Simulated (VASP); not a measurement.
# CuAu (P4/mmm) in VASP: a series of runs

Runs on CuAu. Level: PBE. Tasks: single point.

All numbers are computed with VASP 6.6.1; they aren't measurements. Logs are shortened: lines on timing, memory, paths and dates and some standing lists are left out, and cuts for length are marked.

### Step 1. The cell of the first run

Symmetry: P4/mmm, No. 123, tetragonal system. The conventional cell has a = 2.956 Å, b = 2.956 Å, c = 3.293 Å, α = 90.00°, β = 90.00°, γ = 90.00°. Cu (site symmetry 4/mmm) has 8 Au at 2.66 Å and 6 Cu at 2.96 to 3.29 Å within 3.5 Å. Au (site symmetry 4/mmm) has 8 Cu at 2.66 Å and 6 Au at 2.96 to 3.29 Å within 3.5 Å.

### Step 2. Single point, PBE

Input file INCAR:

```
SYSTEM = CuAu
ALGO = Fast
EDIFF = 1E-7
ENCUT = 520
GGA = PE
ISIF = 2
ISMEAR = 0
LASPH = .TRUE.
LCHARG = .TRUE.
LELF = .TRUE.
LREAL = .FALSE.
LVHAR = .TRUE.
LWAVE = .FALSE.
NBANDS = 18
NELM = 80
PREC = Accurate
SIGMA = 0.15
```

Input file KPOINTS:

```
k-points
0
G
  18 18 14
  0 0 0
```

Input file POSCAR:

```
CuAu
1.0
    2.9558681375      0.0000000000      0.0000000000
    0.0000000000      2.9558681375      0.0000000000
    0.0000000000      0.0000000000      3.2931538054
Cu Au
1 1
Direct
    0.5000000000      0.5000000000      0.5000000000
    0.0000000000      0.0000000000      0.0000000000
```

Potentials or basis: VASP PAW PBE potentials, release 64 (Cu, Au).

On the command line:

```sh
$ cat potpaw_PBE.64/Cu/POTCAR potpaw_PBE.64/Au/POTCAR > POTCAR
$ mpirun -np 1 vasp_std > vasp.out
```

OUTCAR:

```text
SYSTEM = CuAu
   EDIFF = 1E-7
   ENCUT = 520
   GGA = PE
   ISIF = 2
   ISMEAR = 0
   LASPH = .TRUE.
   LREAL = .FALSE.
   NELM = 80
   PREC = Accurate

 ion  position               nearest neighbor table
   1  0.500  0.500  0.500-   2 2.66   2 2.66   2 2.66   2 2.66   2 2.66   2 2.66   2 2.66   2 2.66

   2  0.000  0.000  0.000-   1 2.66   1 2.66   1 2.66   1 2.66   1 2.66   1 2.66   1 2.66   1 2.66

  LATTYP: Found a simple tetragonal cell.
 ALAT       =     2.9558681375
 C/A-ratio  =     1.1141071429

  Lattice vectors:

 A1 = (   2.9558681375,   0.0000000000,   0.0000000000)
 A2 = (   0.0000000000,   2.9558681375,   0.0000000000)
 A3 = (   0.0000000000,   0.0000000000,   3.2931538054)

Analysis of symmetry for initial positions (statically):
=====================================================================
 Subroutine PRICEL returns:
 Original cell was already a primitive cell.

 Routine SETGRP: Setting up the symmetry group for a
 simple tetragonal supercell.

 Subroutine GETGRP returns: Found 16 space group operations
 (whereof 16 operations were pure point group operations)
 out of a pool of 16 trial point group operations.

The static configuration has the point symmetry D_4h.

Analysis of symmetry for dynamics (positions and initial velocities):
=====================================================================
 Subroutine PRICEL returns:
 Original cell was already a primitive cell.

 Routine SETGRP: Setting up the symmetry group for a
 simple tetragonal supercell.

 Subroutine GETGRP returns: Found 16 space group operations
 (whereof 16 operations were pure point group operations)
 out of a pool of 16 trial point group operations.

The dynamic configuration has the point symmetry D_4h.

 Subroutine INISYM returns: Found 16 space group operations
 (whereof 16 operations are pure point group operations),
 and found     1 'primitive' translations

----------------------------------------------------------------------------------------

                                     Primitive cell

  volume of cell :      28.7728

  direct lattice vectors                    reciprocal lattice vectors
     2.955868137  0.000000000  0.000000000     0.338310085  0.000000000  0.000000000
     0.000000000  2.955868137  0.000000000     0.000000000  0.338310085  0.000000000
     0.000000000  0.000000000  3.293153805     0.000000000  0.000000000  0.303660278

  length of vectors
     2.955868137  2.955868137  3.293153805     0.338310085  0.338310085  0.303660278

  position of ions in fractional coordinates (direct lattice)
     0.500000000  0.500000000  0.500000000
     0.000000000  0.000000000  0.000000000

  ion indices of the primitive-cell ions
   primitive index   ion index
                 1           1
                 2           2

----------------------------------------------------------------------------------------

 KPOINTS: k-points

Automatic generation of k-mesh.
 Grid dimensions read from file:
 generate k-points for:   18   18   14

 Generating k-lattice:

  Cartesian coordinates                     Fractional coordinates (reciprocal lattice)
     0.018795005  0.000000000  0.000000000     0.055555556  0.000000000  0.000000000
     0.000000000  0.018795005  0.000000000     0.000000000  0.055555556  0.000000000
     0.000000000  0.000000000  0.021690020     0.000000000  0.000000000  0.071428571

  Length of vectors
     0.018795005  0.018795005  0.021690020

  Shift w.r.t. Gamma in fractional coordinates (k-lattice)
     0.000000000  0.000000000  0.000000000

 Subroutine IBZKPT returns following result:
 ===========================================

 Found    440 irreducible k-points:

 Following reciprocal coordinates:
            Coordinates               Weight
  0.000000  0.000000  0.000000      1.000000
  0.055556  0.000000  0.000000      4.000000
  0.111111  0.000000  0.000000      4.000000
  0.166667  0.000000  0.000000      4.000000
  0.222222  0.000000  0.000000      4.000000
  0.277778  0.000000  0.000000      4.000000
[... 16 lines left out ...]
  0.277778  0.111111  0.000000      8.000000
  0.333333  0.111111  0.000000      8.000000
 [... further k-points ...]
   k-points           NKPTS =    440   k-points in BZ     NKDIM =    440   number of bands    NBANDS=     18
   number of dos      NEDOS =    301   number of ions     NIONS =      2
   total plane-waves  NPLWV =  13824
   dimension x,y,z NGX =    24 NGY =   24 NGZ =   24
   dimension x,y,z NGXF=    48 NGYF=   48 NGZF=   48
   ions per type =               1   1
   NGX,Y,Z   is equivalent  to a cutoff of  13.50, 13.50, 12.12 a.u.
   NGXF,Y,Z  is equivalent  to a cutoff of  27.00, 27.00, 24.23 a.u.
 SYSTEM =  CuAu
   PREC   = accura    normal or accurate (medium, high low for compatibility)
   ISTART =      0    job   : 0-new  1-cont  2-samecut
   ICHARG =      2    charge: 1-file 2-atom 10-const
   ISPIN  =      1    spin polarized calculation?
   LNONCOLLINEAR =      F non collinear calculations
   LSORBIT =      F    spin-orbit coupling
   LASPH  =      T    aspherical Exc in radial PAW
   ENCUT  =  520.0 eV  38.22 Ry    6.18 a.u.   5.50  5.50  6.12*2*pi/ulx,y,z
   NELM   =     80;   NELMIN=  2; NELMDL= -5     # of ELM steps
   EDIFF  = 0.1E-06   stopping-criterion for ELM
   LREAL  =      F    real-space projection
   EDIFFG = 0.1E-05   stopping-criterion for IOM
   NSW    =      0    number of steps for IOM
   IBRION =     -1    ionic relax: 0-MD 1-quasi-New 2-CG
   NFREE  =      0    steps in history (QN), initial steepest desc. (CG)
   ISIF   =      2    stress and relaxation
   ISYM   =      2    0-nonsym 1-usesym 2-fastsym
   POTIM  = 0.5000    time-step for ionic-motion
   TEBEG  =    0.0;   TEEND  =   0.0 temperature during run
   PSTRESS=    0.0 pullay stress
   NELECT =      22.0000    total number of electrons
   NUPDOWN=      -1.0000    fix difference up-down
   EMIN   =  10.00;   EMAX   =-10.00  energy-range for DOS
   EFERMI =   0.00;   METHOD = LEGACY
   ISMEAR =     0;   SIGMA  =   0.15  broadening in eV -4-tet -1-fermi 0-gaus
   EFERMI_NEDOS =   21; number of points for ismear=-14 and -15
   IALGO  =     68    algorithm
   IMIX   =      4    mixing-type and parameters
     AMIX     =   0.40;   BMIX     =  1.00
     AMIX_MAG =   1.60;   BMIX_MAG =  1.00
  volume/ion in A,a.u.               =      14.39        97.08
  Fermi-wavevector in a.u.,A,eV,Ry     =   1.497000  2.828919 30.490762  2.241008
  Thomas-Fermi vector in A             =   2.608944
   LORBIT       =      0    0 simple, 1 ext, 2 COOP (PROOUT), +10 PAW based schemes
   GGA     = PE    functional components
   LHFCALC =     F    Hartree Fock is set to
   AEXX    =    0.0000 exact exchange contribution
   IVDW    =     0    specifies the selected vdW correction
   LEPSILON=     F    determine dielectric tensor
   LRPA    =     F    only Hartree local field effects (RPA)
 non-spin polarized calculation
 RMM-DIIS sequential band-by-band and
 Gauss-broadening in eV      SIGMA  =   0.15
  energy-cutoff  :      520.00
  volume of cell :       28.77
 maximum number of plane-waves:       805
 NGX is ok and might be reduce to    24
   NGX = 11   NGY = 11   NGZ = 13

 number of electron      21.9999992 magnetization

 Free energy of the ion-electron system (eV)
  ---------------------------------------------------
  ext. energy  EPLUGINS =         0.00000000
  ---------------------------------------------------
  free energy    TOTEN  =        -7.03522344 eV

  energy without entropy =       -7.02882912  energy(sigma->0) =       -7.03202628

 E-fermi :   8.8602     XC(G=0): -12.7368

 val. band max:        8.8339627019   @ k =   0.3889   0.1111   0.5000
 cond. band min:       8.8636527856   @ k =   0.4444   0.0556   0.4286
 fundamental gap:      0.0296900836
 Fermi energy:         8.8601798690

 k-point     1 :       0.0000    0.0000    0.0000
  band No.  band energies     occupation
      1      -0.9375      2.00000
      2       2.4701      2.00000
      3       2.5392      2.00000
      4       4.7144      2.00000
      5       4.7144      2.00000
      6       5.2482      2.00000
[... 10 lines left out ...]
     17      24.3878      0.00000
     18      27.3017      0.00000

 k-point     2 :       0.0556    0.0000    0.0000
  band No.  band energies     occupation
      1      -0.8731      2.00000
      2       2.5016      2.00000
      3       2.5692      2.00000
      4       4.6944      2.00000
      5       4.7307      2.00000
      6       5.2308      2.00000
[... 10 lines left out ...]
     17      24.6801      0.00000
     18      27.3407      0.00000

 k-point     3 :       0.1111    0.0000    0.0000
  band No.  band energies     occupation
      1      -0.6828      2.00000
      2       2.5793      2.00000
      3       2.6719      2.00000
      4       4.6354      2.00000
      5       4.7788      2.00000
      6       5.1801      2.00000
[... 10 lines left out ...]
     17      25.8263      0.00000
     18      27.4152      0.00000

 k-point     4 :       0.1667    0.0000    0.0000
  band No.  band energies     occupation
      1      -0.3752      2.00000
      2       2.6844      2.00000
      3       2.8534      2.00000
      4       4.5424      2.00000
      5       4.8566      2.00000
      6       5.1000      2.00000
[... 10 lines left out ...]
     17      27.3684      0.00000
     18      27.4737      0.00000

 k-point     5 :       0.2222    0.0000    0.0000
  band No.  band energies     occupation
      1       0.0344      2.00000
      2       2.8156      2.00000
      3       3.0927      2.00000
      4       4.4238      2.00000
      5       4.9604      2.00000
      6       4.9981      2.00000
[... 10 lines left out ...]
     17      26.9403      0.00000
     18      27.7975      0.00000

 k-point     6 :       0.2778    0.0000    0.0000
  band No.  band energies     occupation
      1       0.5208      2.00000
      2       2.9670      2.00000
      3       3.3623      2.00000
      4       4.2931      2.00000
      5       4.8857      2.00000
      6       5.0843      2.00000
[... 10 lines left out ...]
     17      26.0767      0.00000
     18      26.9543      0.00000

 k-point     7 :       0.3333    0.0000    0.0000
  band No.  band energies     occupation
      1       1.0443      2.00000
      2       3.1275      2.00000
      3       3.6277      2.00000
      4       4.1667      2.00000
      5       4.7768      2.00000
      6       5.2191      2.00000
[... 10 lines left out ...]
     17      24.9691      0.00000
     18      25.7890      0.00000

 k-point     8 :       0.3889    0.0000    0.0000
  band No.  band energies     occupation
      1       1.5410      2.00000
      2       3.2812      2.00000
      3       3.8477      2.00000
      4       4.0618      2.00000
      5       4.6861      2.00000
      6       5.3498      2.00000
[... 10 lines left out ...]
     17      23.7782      0.00000
     18      24.6835      0.00000
[... 229 lines left out ...]
     17      22.4972      0.00000
     18      24.0637      0.00000

 k-point    20 :       0.1111    0.1111    0.0000
  band No.  band energies     occupation
      1      -0.4309      2.00000
      2       2.7348      2.00000
      3       2.7543      2.00000
      4       4.5460      2.00000
      5       4.8323      2.00000
      6       5.0891      2.00000
[... 10 lines left out ...]
     17      25.6515      0.00000
     18      27.6254      0.00000

 k-point    21 :       0.1667    0.1111    0.0000
  band No.  band energies     occupation
      1      -0.1275      2.00000
      2       2.8401      2.00000
      3       2.9292      2.00000
      4       4.4530      2.00000
      5       4.8764      2.00000
      6       4.9861      2.00000
[... 10 lines left out ...]
     17      27.1153      0.00000
     18      27.6739      0.00000

 k-point    22 :       0.2222    0.1111    0.0000
  band No.  band energies     occupation
      1       0.2747      2.00000
      2       2.9620      2.00000
      3       3.1631      2.00000
      4       4.3374      2.00000
      5       4.8653      2.00000
      6       4.9181      2.00000
[... 10 lines left out ...]
     17      27.2017      0.00000
     18      27.2763      0.00000

 k-point    23 :       0.2778    0.1111    0.0000
  band No.  band energies     occupation
      1       0.7500      2.00000
      2       3.1034      2.00000
      3       3.4035      2.00000
      4       4.2095      2.00000
      5       4.7613      2.00000
      6       4.9477      2.00000
[... 10 lines left out ...]
     17      25.9208      0.00000
     18      26.1970      0.00000

 k-point    24 :       0.3333    0.1111    0.0000
  band No.  band energies     occupation
      1       1.2606      2.00000
      2       3.2512      2.00000
      3       3.5759      2.00000
      4       4.0844      2.00000
      5       4.7353      2.00000
      6       4.9599      2.00000
[... 10 lines left out ...]
     17      24.5216      0.00000
     18      25.0144      0.00000

 [... further k-points ...]

------------------------ aborting loop because EDIFF is reached ----------------------------------------

  FORCE on cell =-STRESS in cart. coord.  units (eV):
  Direction    XX          YY          ZZ          XY          YZ          ZX
  --------------------------------------------------------------------------------------
  -------------------------------------------------------------------------------------
  Total        1.1574471      1.1574471      1.2438990      0.0000000     -0.0000000     -0.0000000
  in kB       64.4509943     64.4509943     69.2649562      0.0000000     -0.0000000     -0.0000000
  external PRESSURE =      66.0556483 kB  Pullay stress =       0.0000000 kB

 VOLUME and BASIS-vectors are now :
 -----------------------------------------------------------------------------
  energy-cutoff  :      520.00
  volume of cell :       28.77
      direct lattice vectors                 reciprocal lattice vectors
     2.955868137  0.000000000  0.000000000     0.338310085  0.000000000  0.000000000
     0.000000000  2.955868137  0.000000000     0.000000000  0.338310085  0.000000000
     0.000000000  0.000000000  3.293153805     0.000000000  0.000000000  0.303660278

 POSITION                                       TOTAL-FORCE (eV/Angst)
 -----------------------------------------------------------------------------------
      1.47793      1.47793      1.64658         0.000000      0.000000      0.000000
      0.00000      0.00000      0.00000         0.000000      0.000000      0.000000
 -----------------------------------------------------------------------------------
    total drift:                                0.000000      0.000000     -0.000000

  FREE ENERGIE OF THE ION-ELECTRON SYSTEM (eV)
  ---------------------------------------------------
  free  energy   TOTEN  =        -7.0352234411 eV

  energy  without entropy=       -7.0288291247  energy(sigma->0) =       -7.03202628
```

It took 75 s on 1 thread of Intel Xeon 6975P-C (Granite Rapids), shared host; peak memory 0.34 GiB.

What came out:

```yaml
Free_energy: -7.0352 eV
Pressure: 6.6 GPa
Band_gap_on_the_k_mesh: zero (band 11 reaches 13.73 eV, above the bottom of band 12 at 6.92 eV)
```

Stress tensor (GPa, compression positive):
```
6.45 0.00 0.00
0.00 6.45 0.00
0.00 0.00 6.93
```

Levels at points of the mesh, in eV from the Fermi level:
| k point | band 9 | band 10 | band 11 | band 12 | band 13 | band 14 |
| --- | --- | --- | --- | --- | --- | --- |
| (0.00, 0.00, 0.00) | -1.64 | -1.51 | -1.51 | 4.79 | 8.14 | 8.14 |
| (0.50, 0.00, 0.00) | -2.58 | -2.32 | -1.29 | -0.96 | 11.62 | 11.65 |
| (0.50, 0.50, 0.00) | -1.30 | -1.30 | -0.19 | -0.19 | 3.79 | 6.01 |
| (0.00, 0.00, 0.50) | -2.55 | -2.49 | -2.21 | -1.94 | 13.34 | 13.82 |
| (0.50, 0.00, 0.50) | -1.42 | -1.38 | -0.90 | -0.89 | 2.72 | 5.00 |
| (0.50, 0.50, 0.50) | -2.06 | -1.87 | 4.85 | 5.27 | 5.63 | 5.63 |

Caveat: spin-orbit coupling is left out, which moves the levels of the heavy elements.

(Continued in part 2 of 2.)
